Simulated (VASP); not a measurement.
# BaTe (Fm-3m) in VASP: vibrations by perturbation theory with PBE

Aim: the vibrations by perturbation theory of BaTe with PBE.

Everything below comes from runs of VASP 6.6.1. Logs are shortened: lines on timing, memory, paths and dates and some standing lists are left out, and cuts for length are marked.

### 1 The cell of the first run

It takes space group Fm-3m (No. 225, cubic). Conventional cell: a = 6.820 Å, b = 6.820 Å, c = 6.820 Å, α = 90.00°, β = 90.00°, γ = 90.00°. Ba (site symmetry m-3m) has 6 Te at 3.41 Å within 4.5 Å. Te (site symmetry m-3m) has 6 Ba at 3.41 Å within 4.5 Å.

### 2 Vibrations by perturbation theory, PBE

INCAR

```
SYSTEM = BaTe
ALGO     = Normal         ! electronic algorithm
EDIFF    = 1E-8           ! SCF threshold, eV
ENCUT    = 520            ! plane-wave cutoff, eV
GGA      = PE             ! functional
IBRION   = 8              ! ionic algorithm
ISIF     = 2              ! what is computed and relaxed
ISMEAR   = 0              ! smearing method
LASPH    = .True.         ! aspherical terms in the spheres
LCHARG   = .False.        ! write CHGCAR
LREAL    = .False.        ! projectors in reciprocal space
LWAVE    = .False.        ! write WAVECAR
NELM     = 80             ! most SCF steps
NSW      = 1              ! ionic steps
PREC     = Accurate       ! precision mode
SIGMA    = 0.01           ! smearing width, eV
```

KPOINTS

```
k-points
0
Gamma
  2 2 2
  0 0 0
```

POSCAR

```
BaTe
1.0
    0.0000000000      3.4100000000      3.4100000000
    3.4100000000      0.0000000000      3.4100000000
    3.4100000000      3.4100000000      0.0000000000
Ba Te
1 1
Direct
    0.0000000000      0.0000000000      0.0000000000
    0.5000000000      0.5000000000      0.5000000000
```

Potentials or basis: VASP PAW PBE potentials, release 64 (Ba_sv, Te).

Launch:

```bash
$ cat potpaw_PBE.64/Ba_sv/POTCAR potpaw_PBE.64/Te/POTCAR > POTCAR
$ mpirun -np 1 vasp_std > vasp.out
```

OUTCAR:

```text
SYSTEM = BaTe
   EDIFF = 1E-8
   ENCUT = 520
   GGA = PE
   IBRION = 8
   ISIF = 2
   ISMEAR = 0
   LASPH = .True.
   LREAL = .False.
   NELM = 80
   NSW = 1
   PREC = Accurate

 ion  position               nearest neighbor table
   1  0.000  0.000  0.000-   2 3.41   2 3.41   2 3.41   2 3.41   2 3.41   2 3.41
   2  0.500  0.500  0.500-   1 3.41   1 3.41   1 3.41   1 3.41   1 3.41   1 3.41

  LATTYP: Found a face centered cubic cell.
 ALAT       =     6.8200000000

  Lattice vectors:

 A1 = (   0.0000000000,   3.4100000000,   3.4100000000)
 A2 = (   3.4100000000,   0.0000000000,   3.4100000000)
 A3 = (   3.4100000000,   3.4100000000,   0.0000000000)

Analysis of symmetry for initial positions (statically):
=====================================================================
 Subroutine PRICEL returns:
 Original cell was already a primitive cell.

 Routine SETGRP: Setting up the symmetry group for a
 face centered cubic supercell.

 Subroutine GETGRP returns: Found 48 space group operations
[... 9 lines left out ...]

 Routine SETGRP: Setting up the symmetry group for a
 face centered cubic supercell.

 Subroutine GETGRP returns: Found 48 space group operations
[... 11 lines left out ...]
                                     Primitive cell

  volume of cell :      79.3036

  direct lattice vectors                    reciprocal lattice vectors
     0.000000000  3.410000000  3.410000000    -0.146627566  0.146627566  0.146627566
     3.410000000  0.000000000  3.410000000     0.146627566 -0.146627566  0.146627566
     3.410000000  3.410000000  0.000000000     0.146627566  0.146627566 -0.146627566

  length of vectors
     4.822468248  4.822468248  4.822468248     0.253966394  0.253966394  0.253966394

  position of ions in fractional coordinates (direct lattice)
     0.000000000  0.000000000  0.000000000
     0.500000000  0.500000000  0.500000000

  ion indices of the primitive-cell ions
   primitive index   ion index
                 1           1
                 2           2

----------------------------------------------------------------------------------------

 KPOINTS: k-points

Automatic generation of k-mesh.
 Grid dimensions read from file:
 generate k-points for:    2    2    2

 Generating k-lattice:

  Cartesian coordinates                     Fractional coordinates (reciprocal lattice)
    -0.073313783  0.073313783  0.073313783     0.500000000  0.000000000  0.000000000
     0.073313783 -0.073313783  0.073313783     0.000000000  0.500000000  0.000000000
     0.073313783  0.073313783 -0.073313783     0.000000000  0.000000000  0.500000000

  Length of vectors
     0.126983197  0.126983197  0.126983197

  Shift w.r.t. Gamma in fractional coordinates (k-lattice)
     0.000000000  0.000000000  0.000000000

 Subroutine IBZKPT returns following result:
 ===========================================

 Found      3 irreducible k-points:

 Following reciprocal coordinates:
            Coordinates               Weight
  0.000000  0.000000  0.000000      1.000000
  0.500000  0.000000  0.000000      4.000000
  0.500000  0.500000  0.000000      3.000000
   k-points           NKPTS =      3   k-points in BZ     NKDIM =      3   number of bands    NBANDS=     12
   number of dos      NEDOS =    301   number of ions     NIONS =      2
   total plane-waves  NPLWV =  46656
[... 39 lines left out ...]
   LORBIT       =      0    0 simple, 1 ext, 2 COOP (PROOUT), +10 PAW based schemes
   GGA     = PE    functional components
   LHFCALC =     F    Hartree Fock is set to
   AEXX    =    0.0000 exact exchange contribution
   IVDW    =     0    specifies the selected vdW correction
   LEPSILON=     F    determine dielectric tensor
   LRPA    =     F    only Hartree local field effects (RPA)
 non-spin polarized calculation
 Gauss-broadening in eV      SIGMA  =   0.01
  energy-cutoff  :      520.00
  volume of cell :       79.30
 maximum number of plane-waves:      2138
 NGX is ok and might be reduce to    36
   NGX = 17   NGY = 17   NGZ = 17

--------------------------------------- Ionic step        1  -------------------------------------------

 number of electron      16.0000000 magnetization

 Free energy of the ion-electron system (eV)
  ---------------------------------------------------
  ext. energy  EPLUGINS =         0.00000000
  ---------------------------------------------------
  free energy    TOTEN  =        -7.97974899 eV

  energy without entropy =       -7.97974899  energy(sigma->0) =       -7.97974899

 E-fermi :   3.0629     XC(G=0):  -8.4980

 val. band max:        2.9997679121   @ k =   0.0000   0.0000   0.0000
 cond. band min:       4.1586109484   @ k =   0.5000   0.5000   0.0000
 fundamental gap:      1.1588430364
 Fermi energy:         3.0628936008

 k-point     1 :       0.0000    0.0000    0.0000
  band No.  band energies     occupation
      1     -24.1499      2.00000
      2      -9.3109      2.00000
      3      -9.3109      2.00000
      4      -9.3109      2.00000
      5      -6.6735      2.00000
      6       2.9998      2.00000
      7       2.9998      2.00000
      8       2.9998      2.00000
      9       5.6628      0.00000
     10       5.6628      0.00000
     11       5.6628      0.00000
     12       6.1482      0.00000
[... 18 lines left out ...]
      1     -24.1235      2.00000
      2      -9.5905      2.00000
      3      -9.4225      2.00000
      4      -9.4225      2.00000
      5      -6.4334      2.00000
      6       1.7962      2.00000
      7       2.5990      2.00000
      8       2.5990      2.00000
      9       4.1586      0.00000
     10       7.3355      0.00000
     11       7.8550      0.00000
     12       8.7456      0.00000

------------------------ aborting loop because EDIFF is reached ----------------------------------------

  FORCE on cell =-STRESS in cart. coord.  units (eV):
  Direction    XX          YY          ZZ          XY          YZ          ZX
  --------------------------------------------------------------------------------------
  -------------------------------------------------------------------------------------
  Total        3.2236704      3.2236704      3.2236704      0.0000000      0.0000000      0.0000000
  in kB       65.1280506     65.1280506     65.1280506      0.0000000      0.0000000      0.0000000
  external PRESSURE =      65.1280506 kB  Pullay stress =       0.0000000 kB

 VOLUME and BASIS-vectors are now :
 -----------------------------------------------------------------------------
  energy-cutoff  :      520.00
  volume of cell :       79.30
      direct lattice vectors                 reciprocal lattice vectors
     0.000000000  3.410000000  3.410000000    -0.146627566  0.146627566  0.146627566
     3.410000000  0.000000000  3.410000000     0.146627566 -0.146627566  0.146627566
     3.410000000  3.410000000  0.000000000     0.146627566  0.146627566 -0.146627566

 POSITION                                       TOTAL-FORCE (eV/Angst)
 -----------------------------------------------------------------------------------
      0.00000      0.00000      0.00000         0.000000     -0.000000      0.000000
      3.41000      3.41000      3.41000        -0.000000      0.000000     -0.000000
 -----------------------------------------------------------------------------------
    total drift:                                0.000000      0.000000      0.000000

  FREE ENERGIE OF THE ION-ELECTRON SYSTEM (eV)
  ---------------------------------------------------
  free  energy   TOTEN  =        -7.9797489927 eV

  energy  without entropy=       -7.9797489927  energy(sigma->0) =       -7.97974899

[... ionic steps 2 to 3 ...]

--------------------------------------- Ionic step        4  -------------------------------------------

------------------------ aborting loop because EDIFF is reached ----------------------------------------

[... ionic steps 5 to 6 ...]

--------------------------------------- Ionic step        7  -------------------------------------------

 Free energy of the ion-electron system (eV)
  ---------------------------------------------------
  ---------------------------------------------------
  free energy    TOTEN  =        -0.05474258 eV

  energy without entropy =       -0.05474258

------------------------ aborting loop because EDIFF is reached ----------------------------------------

 INTERNAL STRAIN TENSOR  FOR ION    2  DIRECTION 1   (eV/Angst):
 -----------------------------------------------------------------------------
     0.00046  0.00000  0.00000
     0.00000  0.00024  0.00000
     0.00000  0.00000  0.00024

 INTERNAL STRAIN TENSOR FOR ION    2 for displacements in x,y,z  (eV/Angst):
          X           Y           Z          XY          YZ          ZX
  --------------------------------------------------------------------------------
  x     0.00000     0.00000     0.00000     0.00000     0.00000     0.00000
  y     0.00000     0.00000     0.00000     0.00000     0.00000     0.00000
  z     0.00000     0.00000     0.00000     0.00000     0.00000     0.00000

 SECOND DERIVATIVES (NOT SYMMETRIZED)
 ------------------------------------
               1X          1Y          1Z          2X          2Y          2Z
  1X     0.949818    0.000000    0.000000   -0.949818    0.000000    0.000000
  1Y     0.000000    0.949818    0.000000    0.000000   -0.949818    0.000000
  1Z     0.000000    0.000000    0.949818    0.000000    0.000000   -0.949818
  2X    -0.947023    0.000000    0.000000    0.947023    0.000000    0.000000
  2Y     0.000000   -0.947023    0.000000    0.000000    0.947023    0.000000
  2Z     0.000000    0.000000   -0.947023    0.000000    0.000000    0.947023

 Eigenvectors and eigenvalues of the dynamical matrix
 ----------------------------------------------------

   1 f  =    0.001378 THz     0.008658 2PiTHz    0.045963 cm-1     0.005699 meV
             X         Y         Z           dx          dy          dz
      0.000000  0.000000  0.000000     0.000000   -0.719460    0.000000
      3.410000  3.410000  3.410000     0.000000   -0.694534    0.000000
[... 21 lines left out ...]
   6 f/i=    1.871972 THz    11.761948 2PiTHz   62.442271 cm-1     7.741851 meV
             X         Y         Z           dx          dy          dz
      0.000000  0.000000  0.000000    -0.694534    0.000000    0.000000
      3.410000  3.410000  3.410000     0.719460    0.000000    0.000000

--------------------------------------------------------------------------------------------------------

 ELASTIC MODULI CONTR FROM IONIC RELAXATION (kBar)
 Direction    XX          YY          ZZ          XY          YZ          ZX
 --------------------------------------------------------------------------------
 XX           0.0000      0.0000      0.0000      0.0000      0.0000      0.0000
 YY           0.0000      0.0000      0.0000      0.0000      0.0000      0.0000
 ZZ           0.0000      0.0000      0.0000      0.0000      0.0000      0.0000
 XY           0.0000      0.0000      0.0000      0.0000      0.0000      0.0000
 YZ           0.0000      0.0000      0.0000      0.0000      0.0000      0.0000
 ZX           0.0000      0.0000      0.0000      0.0000      0.0000      0.0000
 --------------------------------------------------------------------------------
```

Run time: 50 s. Hardware: 1 thread of AMD EPYC 9R14 (Zen 4), shared host; peak memory 0.2 GiB.

What came out:

```yaml
Highest_phonon_frequency_at_Γ_LO-TO_splitting_left_out: 0 cm⁻¹
Most_unstable_mode: 62i cm⁻¹
```

Phonon frequencies in cm⁻¹ (negative: imaginary):
```
              q point        frequencies
(0.000, 0.000, 0.000)  -62 -62 -62 0 0 0
```

Caveat: the k points lie up to 0.80 Å⁻¹ apart; the cell wasn't relaxed at this level first, which shifts response properties; some modes are imaginary; spin-orbit coupling is left out, which moves the levels of the heavy elements.
